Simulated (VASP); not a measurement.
The system is ZrTa2C2.

```
Zr Ta C
1.0
     2.74567   -1.58283    0.00000
     2.74567    1.58283    0.00000
    -1.78587    0.00000    7.24311
Zr Ta C
1 2 2
Direct
  0.00000 0.00000 0.50000
  0.22480 0.22480 0.16484
  0.77520 0.77520 0.83516
  0.39675 0.39675 0.69531
  0.60325 0.60325 0.30469
```

The cell was generated, and may not be a known phase.

* Program: VASP 6.6.1
* Task: relaxation of cell and atoms
* Functional: PBE
* Potentials or basis: VASP PAW PBE potentials, release 64 (Zr_sv, Ta_pv, C)
* Cutoff: 600 eV
* k mesh: 6 × 6 × 4
* Occupations: gaussian, width 0.1 eV
* Spin: no spin polarisation

At the start: pressure 26.1 GPa; volume 12.59 Å³/atom.

**Question.** How do energy, volume and symmetry change on relaxing?

**Answer.** Over 9 steps the energy falls by 126.9 meV/atom and the volume is 13.57 Å³/atom (+7.8 %); space group R-3m (No. 166, to 0.1 Å) before and after.

Step by step:
```csv
step,energy change (eV),largest force (eV/Å),pressure (GPa),volume (Å³)
1,0.0000,2.1214,26.15,62.96
2,1.5872,1.8497,-34.73,83.52
3,-0.5727,0.2112,-3.85,69.16
4,-0.5770,0.2750,-2.10,68.69
5,-0.5771,0.2913,-1.66,68.57
6,-0.6331,0.0571,0.08,67.88
7,-0.6339,0.0759,-0.10,67.95
8,-0.6339,0.0809,-0.15,67.97
9,-0.6344,0.0362,0.17,67.87
```

Final structure:
```cif
data_structure
_symmetry_space_group_name_H-M 'P 1'
_symmetry_Int_Tables_number 1
_cell_length_a 3.1963
_cell_length_b 3.1963
_cell_length_c 7.8837
_cell_angle_alpha 101.517
_cell_angle_beta 101.517
_cell_angle_gamma 59.990
_cell_volume 67.87
loop_
_atom_site_label
_atom_site_type_symbol
_atom_site_fract_x
_atom_site_fract_y
_atom_site_fract_z
_atom_site_occupancy
Zr1 Zr 0.00000 0.00000 0.50000 1
Ta1 Ta 0.22227 0.22227 0.15871 1
Ta2 Ta 0.77773 0.77773 0.84129 1
C1 C 0.39524 0.39524 0.68972 1
C2 C 0.60476 0.60476 0.31028 1
```

Caveat: the k points lie up to 0.38 Å⁻¹ apart in the final cell, too coarse for converged energies and pressures of a metal.
